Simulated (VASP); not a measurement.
# Be12N in VASP: a series of runs

The runs below take Be12N through single point, with PBE+D3(BJ).

Everything below comes from runs of VASP 6.6.1. Logs are shortened: lines on timing, memory, paths and dates and some standing lists are left out, and cuts for length are marked.

### Step 1. The cell of the first run

The cell holds a slab with vacuum, 26 atoms: a = 4.580 Å, b = 6.870 Å, c = 17.383 Å, α = 90.00°, β = 90.00°, γ = 60.00°.

### Step 2. Single point, PBE+D3(BJ)

Contents of INCAR:

```
PREC = Accurate ; ENCUT = 520
EDIFF = 1E-6 ; ISMEAR = -1
SIGMA = 0.1 ; LREAL = Auto
LASPH = T ; NELM = 100
ALGO = Normal ; ISIF = 2
LWAVE = F ; LCHARG = F
GGA = PE ; IVDW = 12
NBANDS = 48
```

Contents of KPOINTS:

```
Automatic mesh
0
Gamma
  4 3 1
```

Contents of POSCAR:

```
Be12N
1.0
    4.5800000000      0.0000000000      0.0000000000
    3.4350000000      5.9495950000      0.0000000000
    0.0000000000      0.0000000000     17.3826450000
Be N
24 2
Direct
   -0.1666666387      0.2222221849      0.0575286442
    0.3333333613      0.2222221849      0.0575286442
   -0.1666665966      0.5555554622      0.0575286442
    0.3333334034      0.5555554622      0.0575286442
   -0.1666666807      0.8888889076      0.0575286442
    0.3333333193      0.8888889076      0.0575286442
    0.0006201457      0.0000613487      0.1624171120
    0.4992618809     -0.0023878936      0.1626624141
   -0.0019314366      0.3306011586      0.1608423229
    0.5021206755      0.3297913555      0.1611835828
    0.0016317516      0.6669696005      0.1612572770
    0.4986639620      0.6674899720      0.1611288731
   -0.1723347403      0.2301304543      0.2665252037
    0.3259584535      0.2280795584      0.2660551947
   -0.1657504206      0.5563842581      0.2618389204
    0.3351003803      0.5518684885      0.2610147650
   -0.1545591595      0.8811761137      0.2696358351
    0.3335735038      0.8823634214      0.2681277792
   -0.0070499105      0.0302738254      0.3816289178
    0.4704952125      0.0186014342      0.3744026873
   -0.0018740875      0.3384690891      0.3665413405
    0.4708628122      0.3474586085      0.3788537935
   -0.1854471783      0.6914262231      0.4164694153
    0.3181469375      0.6886067035      0.3799074307
    0.3933986408      0.8412236463      0.4374933159
    0.1967778481      0.5853628692      0.4476769214
```

Potentials or basis: VASP PAW PBE potentials, release 64 (Be, N).

Started as:

```bash
> cat potpaw_PBE.64/Be/POTCAR potpaw_PBE.64/N/POTCAR > POTCAR
> mpirun -np 1 vasp_std > vasp.out
```

OUTCAR:

```text
PREC = Accurate
   ENCUT = 520
   EDIFF = 1E-6
   ISMEAR = -1
   LREAL = Auto
   LASPH = T
   NELM = 100
   ISIF = 2
   GGA = PE
   IVDW = 12
 IVDW          = 12

 ion  position               nearest neighbor table
   1  0.833  0.222  0.058-   9 2.22  10 2.23   7 2.25   4 2.29   5 2.29   6 2.29   3 2.29   2 2.29
                             2 2.29
   2  0.333  0.222  0.058-  10 2.23   9 2.23   8 2.26   3 2.29   6 2.29   5 2.29   4 2.29   1 2.29
                             1 2.29
   3  0.833  0.556  0.058-  12 2.24   9 2.24  11 2.24   2 2.29   1 2.29   4 2.29   4 2.29   5 2.29
                             6 2.29
   4  0.333  0.556  0.058-  11 2.23  12 2.23  10 2.25   1 2.29   2 2.29   3 2.29   3 2.29   6 2.29
                             5 2.29
   5  0.833  0.889  0.058-  11 2.23   7 2.25   8 2.26   1 2.29   2 2.29   6 2.29   6 2.29   3 2.29
                             4 2.29
   6  0.333  0.889  0.058-  12 2.23   8 2.25   7 2.25   2 2.29   1 2.29   5 2.29   5 2.29   4 2.29
                             3 2.29
   7  0.001  0.000  0.162-   6 2.25   1 2.25   5 2.25  18 2.26   9 2.27  13 2.27  10 2.27   8 2.28
                            12 2.28  17 2.29  11 2.29   8 2.30
   8  0.499  0.998  0.163-   6 2.25   5 2.26  14 2.26   2 2.26  12 2.27  18 2.27   7 2.28  11 2.29
                            10 2.29   9 2.29   7 2.30  17 2.31
   9  0.998  0.331  0.161-  15 2.21   1 2.22   2 2.23  13 2.24   3 2.24  14 2.24   7 2.27  10 2.27
                             8 2.29  12 2.30  10 2.31  11 2.32
  10  0.502  0.330  0.161-  16 2.18   2 2.23   1 2.23  13 2.24  14 2.24   4 2.25   9 2.27   7 2.27
                             8 2.29  11 2.30   9 2.31  12 2.31
  11  0.002  0.667  0.161-  16 2.18  15 2.19   4 2.23   5 2.23   3 2.24  17 2.27  12 2.28   7 2.29
                             8 2.29  12 2.30  10 2.30   9 2.32
  12  0.499  0.667  0.161-  16 2.19  15 2.20   6 2.23   4 2.23   3 2.24  18 2.26   8 2.27  11 2.28
                             7 2.28   9 2.30  11 2.30  10 2.31
  13  0.828  0.230  0.267-  21 2.18  16 2.24   9 2.24  10 2.24  15 2.26   7 2.27  14 2.28  14 2.30
                            19 2.33  18 2.35  17 2.36
  14  0.326  0.228  0.266-  21 2.18  10 2.24   9 2.24  16 2.25  15 2.25  20 2.26   8 2.26  13 2.28
                            13 2.30  22 2.35  18 2.36  17 2.38
  15  0.834  0.556  0.262-  11 2.19  12 2.20   9 2.21  21 2.23  14 2.25  13 2.26  17 2.26  18 2.27
                            16 2.28  16 2.30
  16  0.335  0.552  0.261-  11 2.18  10 2.18  12 2.19  13 2.24  14 2.25  24 2.26  17 2.26  18 2.27
                            15 2.28  15 2.30  22 2.38
  17  0.845  0.881  0.270-  18 2.24  16 2.26  15 2.26  11 2.27   7 2.29   8 2.31  18 2.34  20 2.35
                            13 2.36  14 2.38
  18  0.334  0.882  0.268-  17 2.24  12 2.26   7 2.26  15 2.27  16 2.27   8 2.27  20 2.30  17 2.34
                            13 2.35  14 2.36  24 2.38
  19  0.993  0.030  0.382-  25 1.90  24 2.06  21 2.15  20 2.15  22 2.29  13 2.33
  20  0.470  0.019  0.374-  25 1.80  23 2.13  19 2.15  21 2.18  14 2.26  22 2.26  18 2.30  17 2.35

  21  0.998  0.338  0.367-  19 2.15  14 2.18  13 2.18  20 2.18  22 2.21  15 2.23  23 2.30
  22  0.471  0.347  0.379-  26 1.90  24 2.08  21 2.21  20 2.26  19 2.29  14 2.35  16 2.38
  23  0.815  0.691  0.416-  26 1.62  25 1.71  20 2.13  21 2.30  24 2.37  24 2.38
  24  0.318  0.689  0.380-  25 1.61  26 1.61  19 2.06  22 2.08  16 2.26  23 2.37  18 2.38  23 2.38

  25  0.393  0.841  0.437-  24 1.61  23 1.71  20 1.80  19 1.90
  26  0.197  0.585  0.448-  24 1.61  23 1.62  22 1.90

  LATTYP: Found a simple monoclinic cell.
 ALAT       =     4.5800000000
 B/A-ratio  =     3.7953373362
 C/A-ratio  =     1.3228757576
 COS(beta)  =    -0.1889822219

  Lattice vectors:

 A1 = (   4.5800000000,   0.0000000000,   0.0000000000)
 A2 = (   0.0000000000,   0.0000000000, -17.3826450000)
 A3 = (  -1.1450000000,   5.9495950000,   0.0000000000)

Analysis of symmetry for initial positions (statically):
=====================================================================
 Subroutine PRICEL returns:
 Original cell was already a primitive cell.

 Routine SETGRP: Setting up the symmetry group for a
 simple monoclinic supercell.

 Subroutine GETGRP returns: Found  1 space group operations
 (whereof  1 operations were pure point group operations)
 out of a pool of  4 trial point group operations.

The static configuration has the point symmetry C_1 .

Analysis of symmetry for dynamics (positions and initial velocities):
=====================================================================
 Subroutine PRICEL returns:
 Original cell was already a primitive cell.

 Routine SETGRP: Setting up the symmetry group for a
 simple monoclinic supercell.

 Subroutine GETGRP returns: Found  1 space group operations
 (whereof  1 operations were pure point group operations)
 out of a pool of  4 trial point group operations.

The dynamic configuration has the point symmetry C_1 .

 Subroutine INISYM returns: Found  1 space group operations
 (whereof  1 operations are pure point group operations),
 and found     1 'primitive' translations

----------------------------------------------------------------------------------------

                                     Primitive cell

  volume of cell :     473.6622

  direct lattice vectors                    reciprocal lattice vectors
     4.580000000  0.000000000  0.000000000     0.218340611 -0.126059001  0.000000000
     3.435000000  5.949595000  0.000000000     0.000000000  0.168078668  0.000000000
     0.000000000  0.000000000 17.382645000     0.000000000  0.000000000  0.057528644

  length of vectors
     4.580000000  6.870000412 17.382645000     0.252118016  0.168078668  0.057528644

  position of ions in fractional coordinates (direct lattice)
     0.833333361  0.222222185  0.057528644
     0.333333361  0.222222185  0.057528644
     0.833333403  0.555555462  0.057528644
     0.333333403  0.555555462  0.057528644
     0.833333319  0.888888908  0.057528644
     0.333333319  0.888888908  0.057528644
[... 18 lines left out ...]
     0.393398641  0.841223646  0.437493316
     0.196777848  0.585362869  0.447676921

  ion indices of the primitive-cell ions
   primitive index   ion index
                 1           1
                 2           2
                 3           3
                 4           4
                 5           5
                 6           6
[... 18 lines left out ...]
                25          25
                26          26

----------------------------------------------------------------------------------------

 KPOINTS: Automatic mesh

Automatic generation of k-mesh.
 Grid dimensions read from file:
 generate k-points for:    4    3    1

 Generating k-lattice:

  Cartesian coordinates                     Fractional coordinates (reciprocal lattice)
     0.054585153 -0.031514750  0.000000000     0.250000000  0.000000000  0.000000000
     0.000000000  0.056026223  0.000000000     0.000000000  0.333333333  0.000000000
     0.000000000  0.000000000  0.057528644     0.000000000  0.000000000  1.000000000

  Length of vectors
     0.063029504  0.056026223  0.057528644

  Shift w.r.t. Gamma in fractional coordinates (k-lattice)
     0.000000000  0.000000000  0.000000000

 Subroutine IBZKPT returns following result:
 ===========================================

 Found      7 irreducible k-points:

 Following reciprocal coordinates:
            Coordinates               Weight
  0.000000  0.000000  0.000000      1.000000
  0.250000  0.000000  0.000000      2.000000
  0.500000  0.000000  0.000000      1.000000
  0.000000  0.333333  0.000000      2.000000
  0.250000  0.333333  0.000000      2.000000
  0.500000  0.333333  0.000000      2.000000
 -0.250000  0.333333  0.000000      2.000000
   k-points           NKPTS =      7   k-points in BZ     NKDIM =      7   number of bands    NBANDS=     48
   number of dos      NEDOS =    301   number of ions     NIONS =     26
   total plane-waves  NPLWV = 272160
   dimension x,y,z NGX =    36 NGY =   54 NGZ =  140
   dimension x,y,z NGXF=    72 NGYF=  108 NGZF=  280
   ions per type =              24   2
   NGX,Y,Z   is equivalent  to a cutoff of  13.07, 13.07, 13.39 a.u.
   NGXF,Y,Z  is equivalent  to a cutoff of  26.13, 26.13, 26.78 a.u.
 SYSTEM =  unknown system
   PREC   = accura    normal or accurate (medium, high low for compatibility)
   ISTART =      0    job   : 0-new  1-cont  2-samecut
   ICHARG =      2    charge: 1-file 2-atom 10-const
   ISPIN  =      1    spin polarized calculation?
   LNONCOLLINEAR =      F non collinear calculations
   LSORBIT =      F    spin-orbit coupling
   LASPH  =      T    aspherical Exc in radial PAW
   ENCUT  =  520.0 eV  38.22 Ry    6.18 a.u.   8.52 12.77 32.32*2*pi/ulx,y,z
   NELM   =    100;   NELMIN=  2; NELMDL= -5     # of ELM steps
   EDIFF  = 0.1E-05   stopping-criterion for ELM
   LREAL  =      T    real-space projection
   EDIFFG = 0.1E-04   stopping-criterion for IOM
   NSW    =      0    number of steps for IOM
   IBRION =     -1    ionic relax: 0-MD 1-quasi-New 2-CG
   NFREE  =      0    steps in history (QN), initial steepest desc. (CG)
   ISIF   =      2    stress and relaxation
   ISYM   =      2    0-nonsym 1-usesym 2-fastsym
   POTIM  = 0.5000    time-step for ionic-motion
   TEBEG  =    0.0;   TEEND  =   0.0 temperature during run
   PSTRESS=    0.0 pullay stress
   NELECT =      58.0000    total number of electrons
   NUPDOWN=      -1.0000    fix difference up-down
   EMIN   =  10.00;   EMAX   =-10.00  energy-range for DOS
   EFERMI =   0.00;   METHOD = LEGACY
   ISMEAR =    -1;   SIGMA  =   0.10  broadening in eV -4-tet -1-fermi 0-gaus
   EFERMI_NEDOS =   21; number of points for ismear=-14 and -15
   IALGO  =     38    algorithm
   IMIX   =      4    mixing-type and parameters
     AMIX     =   0.40;   BMIX     =  1.00
     AMIX_MAG =   1.60;   BMIX_MAG =  1.00
  volume/ion in A,a.u.               =      18.22       122.94
  Fermi-wavevector in a.u.,A,eV,Ry     =   0.812945  1.536244  8.991816  0.660880
  Thomas-Fermi vector in A             =   1.922580
   LORBIT       =      0    0 simple, 1 ext, 2 COOP (PROOUT), +10 PAW based schemes
   GGA     = PE    functional components
   LHFCALC =     F    Hartree Fock is set to
   AEXX    =    0.0000 exact exchange contribution
   IVDW    =    12    specifies the selected vdW correction
   LEPSILON=     F    determine dielectric tensor
   LRPA    =     F    only Hartree local field effects (RPA)
 non-spin polarized calculation
  energy-cutoff  :      520.00
  volume of cell :      473.66
 maximum number of plane-waves:     12819
 NGX is ok and might be reduce to    36
   NGX = 17   NGY = 25   NGZ = 65

 number of electron      57.9999999 magnetization

 Free energy of the ion-electron system (eV)
  ---------------------------------------------------
  ext. energy  EPLUGINS =         0.00000000
  ---------------------------------------------------
  free energy    TOTEN  =      -100.31152579 eV

  energy without entropy =     -100.09687304  energy(sigma->0) =     -100.20419942

 E-fermi :  -0.5188     XC(G=0):  -5.8083

 val. band max:       -0.5196981157   @ k =   0.5000   0.0000   0.0000
 cond. band min:      -0.4345793878   @ k =   0.5000   0.3333   0.0000
 fundamental gap:      0.0851187279
 Fermi energy:        -0.5187591707

 k-point     1 :       0.0000    0.0000    0.0000
  band No.  band energies     occupation
      1     -14.9996      2.00000
      2     -13.6886      2.00000
      3     -10.4742      2.00000
      4      -8.8737      2.00000
      5      -7.3679      2.00000
      6      -7.3560      2.00000
[... 297 lines left out ...]
     40       3.2054      0.00000
     41       3.6582      0.00000
 [bands above 41 left out]

------------------------ aborting loop because EDIFF is reached ----------------------------------------

 Edisp (eV)   -6.19019

 E8    (eV) :    -2.2082

  FORCE on cell =-STRESS in cart. coord.  units (eV):
  Direction    XX          YY          ZZ          XY          YZ          ZX
  --------------------------------------------------------------------------------------
  -------------------------------------------------------------------------------------
  Total     -20.61223   -15.23505    -9.64004     5.38148    -0.63279     0.58888
  in kB     -69.72151   -51.53303   -32.60775    18.20301    -2.14043     1.99190
  external pressure =      -51.29 kB  Pullay stress =        0.00 kB

 VOLUME and BASIS-vectors are now :
 -----------------------------------------------------------------------------
  energy-cutoff  :      520.00
  volume of cell :      473.66
      direct lattice vectors                 reciprocal lattice vectors
     4.580000000  0.000000000  0.000000000     0.218340611 -0.126059001  0.000000000
     3.435000000  5.949595000  0.000000000     0.000000000  0.168078668  0.000000000
     0.000000000  0.000000000 17.382645000     0.000000000  0.000000000  0.057528644

 POSITION                                       TOTAL-FORCE (eV/Angst)
 -----------------------------------------------------------------------------------
      4.58000      1.32213      1.00000        -0.034172      0.000002      0.171770
      2.29000      1.32213      1.00000        -0.002070     -0.060756     -0.019339
      5.72500      3.30533      1.00000         0.032292      0.013418     -0.029062
      3.43500      3.30533      1.00000        -0.005254     -0.011016      0.015290
      6.87000      5.28853      1.00000        -0.061131      0.038496      0.047972
      4.58000      5.28853      1.00000         0.044230     -0.014788      0.069669
[... 18 lines left out ...]
      4.69137      5.00494      7.60479         1.899890      2.155014     -2.743673
      2.91196      3.48267      7.78181        -1.825708     -2.816593     -2.539941
 -----------------------------------------------------------------------------------
    total drift:                                0.000275     -0.000820     -0.000628

  FREE ENERGIE OF THE ION-ELECTRON SYSTEM (eV)
  ---------------------------------------------------
  free  energy   TOTEN  =      -106.5017141489 eV

  energy  without entropy=     -106.2870613985  energy(sigma->0) =     -106.39438777
```

Run time: 3.6 min. Hardware: 1 thread of Intel Xeon 6975P-C (Granite Rapids), shared host; peak memory 0.58 GiB.

Results:

| Item | Value |
| --- | --- |
| Free energy | -106.5017 eV |
| Largest force | 4.209 eV/Å |
| Band gap on the k mesh | zero (band 29 reaches -0.34 eV, above the bottom of band 30 at -0.90 eV) |
| Dispersion energy per atom | -0.238 eV |

Forces on the atoms (eV/Å):
```
Be  -0.034  0.000  0.172
Be  -0.002 -0.061 -0.019
Be   0.032  0.013 -0.029
Be  -0.005 -0.011  0.015
Be  -0.061  0.038  0.048
Be   0.044 -0.015  0.070
Be  -0.035  0.007  0.004
Be   0.024  0.036  0.100
Be  -0.042  0.015  0.109
Be   0.009 -0.006  0.051
Be  -0.031 -0.008  0.116
Be  -0.042 -0.041  0.002
Be  -0.016 -0.073  0.241
Be  -0.035  0.007  0.230
Be  -0.137  0.006  0.189
Be  -0.035  0.029  0.132
Be   0.035 -0.014  0.283
Be  -0.027  0.011 -0.231
Be   0.380 -0.272  0.796
Be  -0.208 -0.012  0.589
Be   0.127  0.276  0.096
Be  -0.024  0.376  0.947
Be  -0.312  0.572  1.443
Be   0.322 -0.215 -0.071
N    1.900  2.155 -2.744
N   -1.826 -2.817 -2.540
```

Caveat: the k points lie up to 0.40 Å⁻¹ apart.

(Continued in part 2 of 2.)
